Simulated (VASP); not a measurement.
# Al (P6/mmm) in VASP: a series of runs

The runs below take Al through single point, with PBEsol-based screened hybrid with 25 % exact exchange, r2SCAN0, r2SCANh.

Program: VASP 6.6.1. These are calculated values, not measurements. Logs are shortened: lines on timing, memory, paths and dates and some standing lists are left out, and cuts for length are marked.

## Step 1: The cell of the first run

Symmetry: P6/mmm, No. 191, hexagonal system. The conventional cell has a = 4.492 Å, b = 4.492 Å, c = 2.723 Å, α = 90.00°, β = 90.00°, γ = 120.00°. Al (site symmetry -6m2) has 5 Al at 2.59 to 2.72 Å within 3.4 Å.

This isn't the form of Al at room conditions, which is fcc.

## Step 2: Single point, PBEsol-based screened hybrid with 25 % exact exchange

File POSCAR:

```
Al
1.0
    4.4916000000      0.0000000000      0.0000000000
   -2.2458000000      3.8898400000      0.0000000000
    0.0000000000      0.0000000000      2.7226000000
Al
2
Direct
    0.3333300000      0.6666700000      0.0000000000
    0.6666700000      0.3333300000      0.0000000000
```

File INCAR.step1:

```
SYSTEM = Al
PREC = Accurate
ENCUT = 520
EDIFF = 1E-5
ISMEAR = -1
SIGMA = 0.05
LREAL = .False.
LASPH = .True.
NELM = 60
ALGO = Normal
ISIF = 2
LWAVE = .True.
LCHARG = .False.
NBANDS = 10
GGA = PE
```

File INCAR.step2:

```
SYSTEM = Al
PREC = Accurate
ENCUT = 520
EDIFF = 1E-6
ISMEAR = -1
SIGMA = 0.05
LREAL = .False.
LASPH = .True.
NELM = 60
ALGO = Normal
ISIF = 2
LWAVE = .False.
LCHARG = .False.
GGA = PS
LHFCALC = .True.
AEXX = 0.25
HFSCREEN = 0.207
PRECFOCK = Normal
NBANDS = 10
ISTART = 1
```

File KPOINTS:

```
regular mesh
0
Gamma
  4 4 5
  0 0 0
```

Potentials or basis: VASP PAW PBE potentials, release 64 (Al).

On the command line:

```sh
> cat potpaw_PBE.64/Al/POTCAR > POTCAR
> cp INCAR.step1 INCAR
> mpirun -np 1 vasp_std > vasp.out
> cp INCAR.step2 INCAR
> mpirun -np 1 vasp_std > vasp.out
```

OUTCAR:

```text
SYSTEM = Al
   PREC = Accurate
   ENCUT = 520
   EDIFF = 1E-6
   ISMEAR = -1
   LREAL = .False.
   LASPH = .True.
   NELM = 60
   ISIF = 2
   GGA = PS
   LHFCALC = .True.
   AEXX = 0.25
   HFSCREEN = 0.207
   PRECFOCK = Normal
   ISTART = 1

 ion  position               nearest neighbor table
   1  0.333  0.667  0.000-   2 2.59   2 2.59   2 2.59
   2  0.667  0.333  0.000-   1 2.59   1 2.59   1 2.59

  LATTYP: Found a hexagonal cell.
 ALAT       =     4.4916000000
 C/A-ratio  =     0.6061537091

  Lattice vectors:

 A1 = (   4.4916000000,   0.0000000000,   0.0000000000)
 A2 = (  -2.2458000000,   3.8898400000,   0.0000000000)
 A3 = (   0.0000000000,   0.0000000000,   2.7226000000)

Analysis of symmetry for initial positions (statically):
=====================================================================
 Subroutine PRICEL returns:
 Original cell was already a primitive cell.

 Routine SETGRP: Setting up the symmetry group for a
 hexagonal supercell.

 Subroutine GETGRP returns: Found  8 space group operations
 (whereof  8 operations were pure point group operations)
 out of a pool of 24 trial point group operations.

The static configuration has the point symmetry D_2h.

Analysis of symmetry for dynamics (positions and initial velocities):
=====================================================================
 Subroutine PRICEL returns:
 Original cell was already a primitive cell.

 Routine SETGRP: Setting up the symmetry group for a
 hexagonal supercell.

 Subroutine GETGRP returns: Found  8 space group operations
 (whereof  8 operations were pure point group operations)
 out of a pool of 24 trial point group operations.

The dynamic configuration has the point symmetry D_2h.

 Subroutine INISYM returns: Found  8 space group operations
 (whereof  8 operations are pure point group operations),
 and found     1 'primitive' translations

----------------------------------------------------------------------------------------

                                     Primitive cell

  volume of cell :      47.5682

  direct lattice vectors                    reciprocal lattice vectors
     4.491600000  0.000000000  0.000000000     0.222637813  0.128539991  0.000000000
    -2.245800000  3.889840000  0.000000000     0.000000000  0.257079983  0.000000000
     0.000000000  0.000000000  2.722600000     0.000000000  0.000000000  0.367295967

  length of vectors
     4.491600000  4.491600257  2.722600000     0.257079997  0.257079983  0.367295967

  position of ions in fractional coordinates (direct lattice)
     0.333330000  0.666670000  0.000000000
     0.666670000  0.333330000  0.000000000

  ion indices of the primitive-cell ions
   primitive index   ion index
                 1           1
                 2           2

----------------------------------------------------------------------------------------

 KPOINTS: regular mesh

Automatic generation of k-mesh.
 Grid dimensions read from file:
 generate k-points for:    4    4    5

 Generating k-lattice:

  Cartesian coordinates                     Fractional coordinates (reciprocal lattice)
     0.055659453  0.032134998  0.000000000     0.250000000  0.000000000  0.000000000
     0.000000000  0.064269996  0.000000000     0.000000000  0.250000000  0.000000000
     0.000000000  0.000000000  0.073459193     0.000000000  0.000000000  0.200000000

  Length of vectors
     0.064269999  0.064269996  0.073459193

  Shift w.r.t. Gamma in fractional coordinates (k-lattice)
     0.000000000  0.000000000  0.000000000

 Subroutine IBZKPT returns following result:
 ===========================================

 Found     21 irreducible k-points:

 Following reciprocal coordinates:
            Coordinates               Weight
  0.000000  0.000000  0.000000      1.000000
  0.250000  0.000000  0.000000      4.000000
 -0.250000  0.250000  0.000000      2.000000
  0.500000  0.000000  0.000000      2.000000
  0.500000  0.500000  0.000000      1.000000
  0.250000  0.250000  0.000000      2.000000
[... 13 lines left out ...]
  0.250000  0.250000  0.400000      4.000000
 -0.250000  0.500000  0.400000      8.000000
   k-points           NKPTS =     21   k-points in BZ     NKDIM =     80   number of bands    NBANDS=     10
   number of dos      NEDOS =    301   number of ions     NIONS =      2
   total plane-waves  NPLWV =  25920
   dimension x,y,z NGX =    36 NGY =   36 NGZ =   20
   dimension x,y,z NGXF=    72 NGYF=   72 NGZF=   40
   ions per type =               2
   NGX,Y,Z   is equivalent  to a cutoff of  13.32, 13.32, 12.21 a.u.
   NGXF,Y,Z  is equivalent  to a cutoff of  26.65, 26.65, 24.42 a.u.
 SYSTEM =  Al
   PREC   = accura    normal or accurate (medium, high low for compatibility)
   ISTART =      1    job   : 0-new  1-cont  2-samecut
   ICHARG =      0    charge: 1-file 2-atom 10-const
   ISPIN  =      1    spin polarized calculation?
   LNONCOLLINEAR =      F non collinear calculations
   LSORBIT =      F    spin-orbit coupling
   LASPH  =      T    aspherical Exc in radial PAW
   ENCUT  =  520.0 eV  38.22 Ry    6.18 a.u.   8.35  8.35  5.06*2*pi/ulx,y,z
   NELM   =     60;   NELMIN=  2; NELMDL=  0     # of ELM steps
   EDIFF  = 0.1E-05   stopping-criterion for ELM
   LREAL  =      F    real-space projection
   EDIFFG = 0.1E-04   stopping-criterion for IOM
   NSW    =      0    number of steps for IOM
   IBRION =     -1    ionic relax: 0-MD 1-quasi-New 2-CG
   NFREE  =      0    steps in history (QN), initial steepest desc. (CG)
   ISIF   =      2    stress and relaxation
   ISYM   =      3    0-nonsym 1-usesym 2-fastsym
   POTIM  = 0.5000    time-step for ionic-motion
   TEBEG  =    0.0;   TEEND  =   0.0 temperature during run
   PSTRESS=    0.0 pullay stress
   NELECT =       6.0000    total number of electrons
   NUPDOWN=      -1.0000    fix difference up-down
   EMIN   =  10.00;   EMAX   =-10.00  energy-range for DOS
   EFERMI =   0.00;   METHOD = LEGACY
   ISMEAR =    -1;   SIGMA  =   0.05  broadening in eV -4-tet -1-fermi 0-gaus
   EFERMI_NEDOS =   21; number of points for ismear=-14 and -15
   IALGO  =     38    algorithm
   IMIX   =      1    mixing-type and parameters
     AMIX     =   0.40;   BMIX     =  1.00
     AMIX_MAG =   1.60;   BMIX_MAG =  1.00
  volume/ion in A,a.u.               =      23.78       160.50
  Fermi-wavevector in a.u.,A,eV,Ry     =   0.821019  1.551500  9.171302  0.674072
  Thomas-Fermi vector in A             =   1.932104
   LORBIT       =      0    0 simple, 1 ext, 2 COOP (PROOUT), +10 PAW based schemes
   GGA     = PS    functional components
   LHFCALC =     T    Hartree Fock is set to
   PRECFOCK=normal    Normal, Fast or Accurate (Low or Medium for compatibility)
   ENCUT4O =  -1.0   cutoff for four orbital integrals eV
   NKREDX  =     1    reduce k-point grid by
   NKREDY  =     1    reduce k-point grid by
   NKREDZ  =     1    reduce k-point grid by
   AEXX    =    0.2500 exact exchange contribution
   HFSCREEN=    0.2070 screening length (either q_TF or 0.3 A-1)
   HFSCREENC=   0.2070 screening length for correlation (either q_TF or 0.3 A-1)
   ENCUTFOCK=  -1.0 apply spherical cutoff to Coloumb kernel
   IVDW    =     0    specifies the selected vdW correction
   LEPSILON=     F    determine dielectric tensor
   LRPA    =     F    only Hartree local field effects (RPA)
 non-spin polarized calculation
  energy-cutoff  :      520.00
  volume of cell :       47.57
 maximum number of plane-waves:      1301
 NGX is ok and might be reduce to    36
  NGX = 28; NGY = 28; NGZ = 16

 number of electron       6.0000000 magnetization

 Free energy of the ion-electron system (eV)
  ---------------------------------------------------
  ext. energy  EPLUGINS =         0.00000000
  ---------------------------------------------------
  free energy    TOTEN  =        -7.41718419 eV

  energy without entropy =       -7.40467539  energy(sigma->0) =       -7.41092979

 E-fermi :   3.9015     XC(G=0):  -7.2599

 val. band max:        3.8666087875   @ k =   0.0000   0.0000   0.2000
 cond. band min:       3.9134638721   @ k =   0.0000   0.0000   0.0000
 fundamental gap:      0.0468550845
 Fermi energy:         3.9015356266

 k-point     1 :       0.0000    0.0000    0.0000
  band No.  band energies     occupation
      1      -6.1324      2.00000
      2       3.0306      2.00000
      3       3.0309      2.00000
      4       3.9135      0.88128
      5       6.7340      0.00000
      6       6.7342      0.00000
      7      10.0091      0.00000
      8      14.5698      0.00000
      9      15.0366      0.00000
     10      21.5208      0.00000

 k-point     2 :       0.2500    0.0000    0.0000
  band No.  band energies     occupation
      1      -5.5252      2.00000
      2      -0.3019      2.00000
      3       2.2836      2.00000
      4       4.9825      0.00000
      5       8.1770      0.00000
      6       8.6682      0.00000
      7      12.8369      0.00000
      8      15.0252      0.00000
      9      15.0369      0.00000
     10      17.8740      0.00000

 k-point     3 :      -0.2500    0.2500    0.0000
  band No.  band energies     occupation
      1      -5.5252      2.00000
      2      -0.3018      2.00000
      3       2.2834      2.00000
      4       4.9824      0.00000
      5       8.1771      0.00000
      6       8.6683      0.00000
      7      12.8368      0.00000
      8      15.0252      0.00000
      9      15.0369      0.00000
     10      17.8741      0.00000
[... 209 lines left out ...]
 k-point    20 :       0.2500    0.2500    0.4000
  band No.  band energies     occupation
      1      -0.8694      2.00000
      2       1.2637      2.00000
      3       3.4624      1.99969
      4       3.9587      0.48355
      5       5.4361      0.00000
      6       8.8411      0.00000
      7      10.8061      0.00000
      8      11.1316      0.00000
      9      14.5359      0.00000
     10      14.8066      0.00000

 k-point    21 :      -0.2500    0.5000    0.4000
  band No.  band energies     occupation
      1      -0.8695      2.00000
      2       1.2639      2.00000
      3       3.4624      1.99969
      4       3.9586      0.48433
      5       5.4362      0.00000
      6       8.8411      0.00000
      7      10.8059      0.00000
      8      11.1317      0.00000
      9      14.5360      0.00000
     10      14.8066      0.00000

------------------------ aborting loop because EDIFF is reached ----------------------------------------

  FORCE on cell =-STRESS in cart. coord.  units (eV):
  Direction    XX          YY          ZZ          XY          YZ          ZX
  --------------------------------------------------------------------------------------
  -------------------------------------------------------------------------------------
  Total       -0.1303992     -0.1300122      1.2488673      0.0003352      0.0000000      0.0000000
  in kB       -4.3920660     -4.3790311     42.0639660      0.0112891      0.0000000      0.0000000
  external PRESSURE =      11.0976230 kB  Pullay stress =       0.0000000 kB

 VOLUME and BASIS-vectors are now :
 -----------------------------------------------------------------------------
  energy-cutoff  :      520.00
  volume of cell :       47.57
      direct lattice vectors                 reciprocal lattice vectors
     4.491600000  0.000000000  0.000000000     0.222637813  0.128539991  0.000000000
    -2.245800000  3.889840000  0.000000000     0.000000000  0.257079983  0.000000000
     0.000000000  0.000000000  2.722600000     0.000000000  0.000000000  0.367295967

 POSITION                                       TOTAL-FORCE (eV/Angst)
 -----------------------------------------------------------------------------------
     -0.00002      2.59324      0.00000         0.000099     -0.000057      0.000000
      2.24582      1.29660      0.00000        -0.000099      0.000057      0.000000
 -----------------------------------------------------------------------------------
    total drift:                               -0.000000     -0.000000     -0.000000

  FREE ENERGIE OF THE ION-ELECTRON SYSTEM (eV)
  ---------------------------------------------------
  free  energy   TOTEN  =        -7.4171841920 eV

  energy  without entropy=       -7.4046753926  energy(sigma->0) =       -7.41092979
```

Wall time 4.3 min (1 thread of Intel Xeon Platinum 8259CL at 2.50GHz (Skylake/Cascade Lake), shared host); peak memory 0.26 GiB.

Results:

```
Free energy            : -7.4172 eV
Pressure               : 1.1 GPa
Band gap on the k mesh : zero (bands 3 and 4 overlap by 2.22 eV)
```

Stress tensor (GPa, compression positive):
```
-0.44  0.00  0.00
 0.00 -0.44  0.00
 0.00  0.00  4.21
```

Caveat: the k points lie up to 0.46 Å⁻¹ apart, too coarse for converged energies and pressures of a metal; the PAW data sets were made with another functional, which shifts forces and pressure a little.

## Step 3: Single point, r2SCAN0

POSCAR is that of step 2.

File INCAR.step1:

```
  PREC = Accurate
  ENCUT = 520
  EDIFF = 1E-5
  ISMEAR = -1
  SIGMA = 0.05
  LREAL = F
  LASPH = T
  NELM = 60
  ALGO = Normal
  ISIF = 2
  LWAVE = T
  LCHARG = F
  NBANDS = 10
  GGA = PE
```

File INCAR.step2:

```
  PREC = Accurate
  ENCUT = 520
  EDIFF = 1E-7
  ISMEAR = -1
  SIGMA = 0.05
  LREAL = F
  LASPH = T
  NELM = 60
  ALGO = Normal
  ISIF = 2
  LWAVE = F
  LCHARG = F
  METAGGA = R2SCAN
  LHFCALC = T
  AEXX = 0.25
  LMIXTAU = T
  PRECFOCK = Normal
  NBANDS = 10
  ISTART = 1
```

File KPOINTS:

```
Automatic mesh
0
Gamma
  4 4 5
```

Potentials or basis: VASP PAW PBE potentials, release 64 (Al).

On the command line:

```sh
> cat potpaw_PBE.64/Al/POTCAR > POTCAR
> cp INCAR.step1 INCAR
> mpirun -np 1 vasp_std > vasp.out
> cp INCAR.step2 INCAR
> mpirun -np 1 vasp_std > vasp.out
```

Run time: 8.4 min. Hardware: 1 thread of Intel Xeon Platinum 8259CL at 2.50GHz (Skylake/Cascade Lake), shared host; peak memory 0.17 GiB.

It converged, with:

```yaml
Free_energy: -12.1390 eV
Pressure: 1.4 GPa
Band_gap_on_the_k_mesh: zero (bands 3 and 4 overlap by 2.78 eV)
```

Stress tensor (GPa, compression positive):
```
0.68 0.00 0.00
0.00 0.68 0.00
0.00 0.00 2.85
```

Levels at points of the mesh, in eV from the Fermi level:
| k point | band 1 | band 2 | band 3 | band 4 | band 5 | band 6 | band 7 |
| --- | --- | --- | --- | --- | --- | --- | --- |
| (0.00, 0.00, 0.00) | -10.98 | -1.51 | -1.51 | -0.38 | 3.03 | 3.03 | 6.62 |
| (0.50, 0.00, 0.00) | -9.06 | -7.43 | -2.81 | 0.72 | 8.67 | 9.00 | 9.12 |
| (0.50, 0.50, 0.00) | -9.06 | -7.43 | -2.81 | 0.72 | 8.67 | 9.00 | 9.12 |

Caveat: the k points lie up to 0.46 Å⁻¹ apart, too coarse for converged energies and pressures of a metal; the PAW data sets were made with another functional, which shifts forces and pressure a little.

## Step 4: Single point, r2SCANh

POSCAR is that of step 3.

File INCAR.step1:

```
ALGO = Normal ; EDIFF = 1E-5
ENCUT = 520 ; GGA = PE
ISIF = 2 ; ISMEAR = -1
LASPH = T ; LCHARG = F
LREAL = F ; LWAVE = T
NBANDS = 10 ; NELM = 60
PREC = Accurate ; SIGMA = 0.05
```

File INCAR.step2:

```
AEXX = 0.1 ; ALGO = Normal
EDIFF = 1E-6 ; ENCUT = 520
ISIF = 2 ; ISMEAR = -1
ISTART = 1 ; LASPH = T
LCHARG = F ; LHFCALC = T
LMIXTAU = T ; LREAL = F
LWAVE = F ; METAGGA = R2SCAN
NBANDS = 10 ; NELM = 60
PREC = Accurate ; PRECFOCK = Normal
SIGMA = 0.05
```

File KPOINTS:

```
k-points
0
Gamma
  4 4 5
```

On the command line:

```sh
> cat potpaw_PBE.64/Al/POTCAR > POTCAR
> cp INCAR.step1 INCAR
> mpirun -np 1 vasp_std > vasp.out
> cp INCAR.step2 INCAR
> mpirun -np 1 vasp_std > vasp.out
```

Run time: 14 min. Hardware: 1 thread of AMD EPYC 7R43 (Zen 3), shared host; peak memory 0.13 GiB.

Results (log left out):

```
Free energy            : -12.2024 eV
Pressure               : 1.2 GPa
Band gap on the k mesh : zero (bands 3 and 4 overlap by 2.15 eV)
```

Stress tensor (GPa, compression positive):
```
-0.17  0.00  0.00
 0.00 -0.16  0.00
 0.00  0.00  3.87
```

Levels at points of the mesh, in eV from the Fermi level:
| k point | band 1 | band 2 | band 3 | band 4 | band 5 | band 6 | band 7 |
| --- | --- | --- | --- | --- | --- | --- | --- |
| (0.00, 0.00, 0.00) | -9.88 | -1.02 | -1.02 | 0.16 | 2.80 | 2.80 | 6.39 |
| (0.50, 0.00, 0.00) | -8.08 | -6.55 | -2.24 | 0.61 | 8.22 | 8.59 | 8.73 |
| (0.50, 0.50, 0.00) | -8.08 | -6.55 | -2.24 | 0.61 | 8.22 | 8.59 | 8.73 |

Caveat: the k points lie up to 0.46 Å⁻¹ apart, too coarse for converged energies and pressures of a metal; the PAW data sets were made with another functional, which shifts forces and pressure a little.

## Step 5: The runs side by side

| level | share of exact exchange | screening parameter | gap on the mesh (eV) | pressure (GPa) |
| --- | --- | --- | --- | --- |
| PBEsol-based screened hybrid with 25 % exact exchange | 0.25 | 0.207 1/Å | none | 1.1 |
| r2SCAN0 | 0.25 | - | none | 1.4 |
| r2SCANh | 0.1 | - | none | 1.2 |

Alike in all rows: task single point; potentials or basis VASP PAW PBE potentials, release 64 (Al); no spin polarisation; cell as given; k mesh 4 × 4 × 5; cutoff (eV) 520; smearing fermi-dirac 0.05 eV.

Caveats: all runs use coarse meshes; the PAW data sets were made with another functional, which shifts forces and pressure a little.

Total energies depend on the potentials used, so only differences within one code and one set of settings carry meaning.
